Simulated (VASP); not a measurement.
Crystal: I.

```
CELL_PARAMETERS angstrom
2.53835 -3.70662 0.00000
2.53835 3.70662 0.00000
-1.62087 0.00000 2.38110
ATOMIC_POSITIONS crystal
I 0.50000 0.50000 0.50000
```

* Program: VASP 6.6.1
* Task: relaxation of cell and atoms
* Functional: PBE
* Potentials or basis: VASP PAW PBE potentials, release 64 (I)
* Cutoff: 600 eV
* k mesh: 5 × 5 × 8
* Occupations: fermi-dirac, width 0.05 eV
* Spin: no spin polarisation

At the start: pressure 1.5 GPa; volume 44.81 Å³/atom.

Task: How do energy, volume and symmetry change on relaxing?

Result: Over 34 steps the energy falls by 51.0 meV/atom and the volume is 52.14 Å³/atom (+16.4 %); space group Immm (No. 71, to 0.1 Å) before, C2/m (No. 12, to 0.1 Å).

Step by step:
```
step  energy change (eV)  largest force (eV/Å)  pressure (GPa)  volume (Å³)
   1              0.0000                0.0000            1.51        44.81
   2              0.0069                0.0000           -1.65        47.54
   3             -0.0168                0.0000           -0.16        46.01
   4             -0.0168                0.0000           -0.13        45.98
   5             -0.0216                0.0000           -0.16        45.92
   6             -0.0348                0.0000           -0.16        45.67
   7             -0.0429                0.0000            0.21        44.91
   8             -0.0437                0.0000            0.08        45.11
   9             -0.0434                0.0000            0.84        45.40
  10             -0.0448                0.0000            0.43        45.25
  11             -0.0465                0.0000            0.28        46.07
  12             -0.0474                0.0000            0.27        46.65
  13             -0.0488                0.0000            0.18        47.83
  14             -0.0495                0.0000            0.02        50.22
  15             -0.0495                0.0000            0.05        49.65
  16             -0.0495                0.0000           -0.28        50.06
  17             -0.0498                0.0000           -0.10        49.84
  18             -0.0503                0.0000           -0.02        49.73
  19             -0.0504                0.0000            0.04        49.63
  20             -0.0504                0.0000            0.05        49.63
  21             -0.0505                0.0000            0.05        49.79
  22             -0.0507                0.0000            0.07        50.28
  23             -0.0508                0.0000            0.11        51.25
  24             -0.0509                0.0000            0.10        51.31
  25             -0.0509                0.0000            0.07        51.48
  26             -0.0510                0.0000            0.02        51.81
  27             -0.0509                0.0000           -0.09        52.49
  28             -0.0510                0.0000           -0.02        52.02
  29             -0.0510                0.0000           -0.02        52.03
  30             -0.0510                0.0000           -0.03        52.13
  31             -0.0510                0.0000           -0.02        52.05
  32             -0.0510                0.0000           -0.02        52.06
  33             -0.0510                0.0000           -0.02        52.08
  34             -0.0510                0.0000           -0.01        52.14
```

Final structure:
```cif
data_structure
_symmetry_space_group_name_H-M 'P 1'
_symmetry_Int_Tables_number 1
_cell_length_a 5.1989
_cell_length_b 5.1989
_cell_length_c 2.9506
_cell_angle_alpha 106.960
_cell_angle_beta 106.960
_cell_angle_gamma 123.709
_cell_volume 52.14
loop_
_atom_site_label
_atom_site_type_symbol
_atom_site_fract_x
_atom_site_fract_y
_atom_site_fract_z
_atom_site_occupancy
I1 I 0.50000 0.50000 0.50000 1
```

Caveat: the volume moved by over 15 % at a fixed basis, so the end points are rough; an odd number of electrons without spin polarisation forces a metal; a magnetic or distorted state may lie lower.
